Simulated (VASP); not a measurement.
# SrTiO3 (Cmmm) in VASP: a series of runs, part 3 of 4

VASP 6.6.1. The steps go on from the part before.

### Step 5. Single point, PBE (strain -0.0200 x Voigt [0, 0, 0, 1, 0, 0])

The input, INCAR:

```
PREC = Accurate
ENCUT = 520
EDIFF = 1E-6
ISMEAR = 0
SIGMA = 0.05
LREAL = False
LASPH = True
NELM = 60
ALGO = Normal
ISIF = 2
LWAVE = False
LCHARG = True
GGA = PE
LELF = True
LVHAR = True
NBANDS = 28
```

The input, KPOINTS:

```
regular mesh
0
Gamma
  8 8 8
```

The input, POSCAR:

```
SrTiO3
1.0
    3.9364035669      0.0000000000      0.0000000000
    0.0000000000      3.9364035669     -0.0393640357
    0.0000000000     -0.0393640357      3.9364035669
Sr Ti O
1 1 3
Direct
    0.0000000000      0.0000000000      0.0000000000
    0.5000000000      0.5000000000      0.5000000000
    0.0000000000      0.5000000000      0.5000000000
    0.5000000000      0.0000000000      0.5000000000
    0.5000000000      0.5000000000      0.0000000000
```

Potentials or basis: VASP PAW PBE potentials, release 64 (Sr_sv, Ti_sv, O).

Run with:

```bash
cat potpaw_PBE.64/Sr_sv/POTCAR potpaw_PBE.64/Ti_sv/POTCAR potpaw_PBE.64/O/POTCAR > POTCAR
mpirun -np 1 vasp_std > vasp.out
```

OUTCAR:

```text
PREC = Accurate
   ENCUT = 520
   EDIFF = 1E-6
   ISMEAR = 0
   LREAL = False
   LASPH = True
   NELM = 60
   ISIF = 2
   GGA = PE

 ion  position               nearest neighbor table
   1  0.000  0.000  0.000-   3 2.76   3 2.76   5 2.78   4 2.78   5 2.78   4 2.78   4 2.78   5 2.78
                             4 2.78   5 2.78   3 2.81   3 2.81   2 3.39   2 3.39   2 3.39   2 3.39
   2  0.500  0.500  0.500-   3 1.97   3 1.97   5 1.97   5 1.97   4 1.97   4 1.97   1 3.39   1 3.39
                             1 3.39   1 3.39   1 3.43   1 3.43   1 3.43   1 3.43
   3  0.000  0.500  0.500-   2 1.97   2 1.97   1 2.76   1 2.76   1 2.81   1 2.81
   4  0.500  0.000  0.500-   2 1.97   2 1.97   1 2.78   1 2.78   1 2.78   1 2.78
   5  0.500  0.500  0.000-   2 1.97   2 1.97   1 2.78   1 2.78   1 2.78   1 2.78

  LATTYP: Found a base centered orthorhombic cell.
 ALAT       =     5.5112461581
 B/A-ratio  =     1.0202020202
 C/A-ratio  =     0.7142492739

  Lattice vectors:

 A1 = (   0.0000000000,   3.9364035669,  -0.0393640357)
 A2 = (   0.0000000000,  -0.0393640357,   3.9364035669)
 A3 = (   3.9364035669,   0.0000000000,   0.0000000000)

Analysis of symmetry for initial positions (statically):
=====================================================================
 Subroutine PRICEL returns:
 Original cell was already a primitive cell.

 Routine SETGRP: Setting up the symmetry group for a
 base centered orthorhombic supercell.

 Subroutine GETGRP returns: Found  8 space group operations
 (whereof  8 operations were pure point group operations)
 out of a pool of  8 trial point group operations.

The static configuration has the point symmetry D_2h.

Analysis of symmetry for dynamics (positions and initial velocities):
=====================================================================
 Subroutine PRICEL returns:
 Original cell was already a primitive cell.

 Routine SETGRP: Setting up the symmetry group for a
 base centered orthorhombic supercell.

 Subroutine GETGRP returns: Found  8 space group operations
 (whereof  8 operations were pure point group operations)
 out of a pool of  8 trial point group operations.

The dynamic configuration has the point symmetry D_2h.

 Subroutine INISYM returns: Found  8 space group operations
 (whereof  8 operations are pure point group operations),
 and found     1 'primitive' translations

----------------------------------------------------------------------------------------

                                     Primitive cell

  volume of cell :      60.9895

  direct lattice vectors                    reciprocal lattice vectors
     3.936403567  0.000000000  0.000000000     0.254038993  0.000000000  0.000000000
     0.000000000  3.936403567 -0.039364036     0.000000000  0.254064400  0.002540644
     0.000000000 -0.039364036  3.936403567     0.000000000  0.002540644  0.254064400

  length of vectors
     3.936403567  3.936600382  3.936600382     0.254038993  0.254077103  0.254077103

  position of ions in fractional coordinates (direct lattice)
     0.000000000  0.000000000  0.000000000
     0.500000000  0.500000000  0.500000000
     0.000000000  0.500000000  0.500000000
     0.500000000  1.000000000  0.500000000
     0.500000000  0.500000000  1.000000000

  ion indices of the primitive-cell ions
   primitive index   ion index
                 1           1
[... 35 lines left out ...]
  0.250000  0.000000  0.000000      2.000000
  0.375000  0.000000  0.000000      2.000000
  0.500000  0.000000  0.000000      1.000000
  0.000000  0.125000 -0.000000      4.000000
[... 16 lines left out ...]
  0.250000  0.500000 -0.000000      4.000000
  0.375000  0.500000 -0.000000      4.000000
 [... further k-points ...]
   k-points           NKPTS =    105   k-points in BZ     NKDIM =    105   number of bands    NBANDS=     28
   number of dos      NEDOS =    301   number of ions     NIONS =      5
   total plane-waves  NPLWV =  27000
   dimension x,y,z NGX =    30 NGY =   30 NGZ =   30
   dimension x,y,z NGXF=    60 NGYF=   60 NGZF=   60
   ions per type =               1   1   3
   NGX,Y,Z   is equivalent  to a cutoff of  12.67, 12.67, 12.67 a.u.
   NGXF,Y,Z  is equivalent  to a cutoff of  25.34, 25.34, 25.34 a.u.
 SYSTEM =  unknown system
   PREC   = accura    normal or accurate (medium, high low for compatibility)
   ISTART =      0    job   : 0-new  1-cont  2-samecut
   ICHARG =      2    charge: 1-file 2-atom 10-const
   ISPIN  =      1    spin polarized calculation?
   LNONCOLLINEAR =      F non collinear calculations
   LSORBIT =      F    spin-orbit coupling
   LASPH  =      T    aspherical Exc in radial PAW
   ENCUT  =  520.0 eV  38.22 Ry    6.18 a.u.   7.32  7.32  7.32*2*pi/ulx,y,z
   NELM   =     60;   NELMIN=  2; NELMDL= -5     # of ELM steps
   EDIFF  = 0.1E-05   stopping-criterion for ELM
   LREAL  =      F    real-space projection
   EDIFFG = 0.1E-04   stopping-criterion for IOM
   NSW    =      0    number of steps for IOM
   IBRION =     -1    ionic relax: 0-MD 1-quasi-New 2-CG
   NFREE  =      0    steps in history (QN), initial steepest desc. (CG)
   ISIF   =      2    stress and relaxation
   ISYM   =      2    0-nonsym 1-usesym 2-fastsym
   POTIM  = 0.5000    time-step for ionic-motion
   TEBEG  =    0.0;   TEEND  =   0.0 temperature during run
   PSTRESS=    0.0 pullay stress
   NELECT =      40.0000    total number of electrons
   NUPDOWN=      -1.0000    fix difference up-down
   EMIN   =  10.00;   EMAX   =-10.00  energy-range for DOS
   EFERMI =   0.00;   METHOD = LEGACY
   ISMEAR =     0;   SIGMA  =   0.05  broadening in eV -4-tet -1-fermi 0-gaus
   EFERMI_NEDOS =   21; number of points for ismear=-14 and -15
   IALGO  =     38    algorithm
   IMIX   =      4    mixing-type and parameters
     AMIX     =   0.40;   BMIX     =  1.00
     AMIX_MAG =   1.60;   BMIX_MAG =  1.00
  volume/ion in A,a.u.               =      12.20        82.32
  Fermi-wavevector in a.u.,A,eV,Ry     =   1.422361  2.687872 27.526075  2.023109
  Thomas-Fermi vector in A             =   2.543072
   LORBIT       =      0    0 simple, 1 ext, 2 COOP (PROOUT), +10 PAW based schemes
   GGA     = PE    functional components
   LHFCALC =     F    Hartree Fock is set to
   AEXX    =    0.0000 exact exchange contribution
   IVDW    =     0    specifies the selected vdW correction
   LEPSILON=     F    determine dielectric tensor
   LRPA    =     F    only Hartree local field effects (RPA)
 non-spin polarized calculation
 Gauss-broadening in eV      SIGMA  =   0.05
  energy-cutoff  :      520.00
  volume of cell :       60.99
 maximum number of plane-waves:      1659
 NGX is ok and might be reduce to    30
   NGX = 15   NGY = 15   NGZ = 15

 number of electron      39.9999990 magnetization

 Free energy of the ion-electron system (eV)
  ---------------------------------------------------
  ext. energy  EPLUGINS =         0.00000000
  ---------------------------------------------------
  free energy    TOTEN  =       -40.09485224 eV

  energy without entropy =      -40.09485224  energy(sigma->0) =      -40.09485224

 E-fermi :   4.3607     XC(G=0): -11.1449

 val. band max:        3.9841977095   @ k =   0.5000   0.5000   0.5000
 cond. band min:       5.7480291892   @ k =   0.0000   0.0000   0.0000
 fundamental gap:      1.7638314797
 Fermi energy:         4.3607465786

 k-point     1 :       0.0000    0.0000    0.0000
  band No.  band energies     occupation
      1     -52.5932      2.00000
      2     -28.8929      2.00000
      3     -28.8324      2.00000
      4     -28.8245      2.00000
      5     -28.8159      2.00000
      6     -13.3702      2.00000
[... 733 lines left out ...]
     27      11.9750      0.00000
     28      13.1363      0.00000

 [... further k-points ...]

------------------------ aborting loop because EDIFF is reached ----------------------------------------

  FORCE on cell =-STRESS in cart. coord.  units (eV):
  Direction    XX          YY          ZZ          XY          YZ          ZX
  --------------------------------------------------------------------------------------
  -------------------------------------------------------------------------------------
  Total        0.2531466      0.2578181      0.2578181      0.0000000      0.8389088      0.0000000
  in kB        6.6500864      6.7728058      6.7728058      0.0000000     22.0378839      0.0000000
  external PRESSURE =       6.7318994 kB  Pullay stress =       0.0000000 kB

 VOLUME and BASIS-vectors are now :
 -----------------------------------------------------------------------------
  energy-cutoff  :      520.00
  volume of cell :       60.99
      direct lattice vectors                 reciprocal lattice vectors
     3.936403567  0.000000000  0.000000000     0.254038993  0.000000000  0.000000000
     0.000000000  3.936403567 -0.039364036     0.000000000  0.254064400  0.002540644
     0.000000000 -0.039364036  3.936403567     0.000000000  0.002540644  0.254064400

 POSITION                                       TOTAL-FORCE (eV/Angst)
 -----------------------------------------------------------------------------------
      0.00000      0.00000      0.00000         0.000000     -0.000000      0.000000
      1.96820      1.94852      1.94852         0.000000      0.000000      0.000000
      0.00000      1.94852      1.94852         0.000000     -0.000000      0.000000
      1.96820     -0.01968      1.96820         0.000000      0.000000      0.000000
      1.96820      1.96820     -0.01968         0.000000     -0.000000      0.000000
 -----------------------------------------------------------------------------------
    total drift:                                0.000000      0.000000     -0.000000

  FREE ENERGIE OF THE ION-ELECTRON SYSTEM (eV)
  ---------------------------------------------------
  free  energy   TOTEN  =       -40.0948522447 eV

  energy  without entropy=      -40.0948522447  energy(sigma->0) =      -40.09485224
```

It took 1.9 min on 1 thread of AMD EPYC 9R45 (Zen 5), shared host; peak memory 0.27 GiB.

What came out:

* Free energy: -40.0949 eV
* Pressure: 0.7 GPa
* Band gap on the k mesh: 1.76 eV (least direct gap 2.09 eV)

Stress tensor (GPa, compression positive):
```
0.67 0.00 0.00
0.00 0.68 2.20
0.00 2.20 0.68
```

Levels at points of the mesh, in eV from the valence-band top:
| k point | band 16 | band 17 | band 18 | band 19 | band 20 | band 21 | band 22 | band 23 | band 24 | band 25 |
| --- | --- | --- | --- | --- | --- | --- | --- | --- | --- | --- |
| (0.00, 0.00, 0.00) | -1.14 | -1.11 | -0.43 | -0.38 | -0.33 | 1.76 | 1.79 | 1.83 | 4.12 | 4.12 |
| (0.50, 0.00, 0.00) | -2.31 | -2.30 | -1.92 | -0.84 | -0.65 | 1.95 | 3.63 | 3.66 | 4.13 | 6.26 |
| (0.00, 0.50, 0.00) | -2.30 | -2.30 | -1.93 | -0.75 | -0.75 | 1.96 | 3.64 | 3.64 | 4.13 | 6.26 |
| (0.50, 0.50, 0.00) | -2.78 | -1.75 | -1.56 | -1.55 | -0.10 | 3.64 | 3.65 | 4.09 | 5.06 | 7.76 |
| (0.00, 0.50, 0.50) | -2.75 | -1.75 | -1.57 | -1.55 | -0.10 | 3.63 | 3.67 | 4.09 | 5.07 | 7.76 |
| (0.50, 0.50, 0.50) | -3.68 | -3.64 | -0.03 | -0.01 | 0.00 | 4.28 | 4.29 | 4.31 | 6.77 | 6.84 |

Caveat: the cell differs from its parent crystal (strain -0.0200 x Voigt [0, 0, 0, 1, 0, 0]). A k mesh can miss the band edges.

(Part 3 of 4 ends here.)
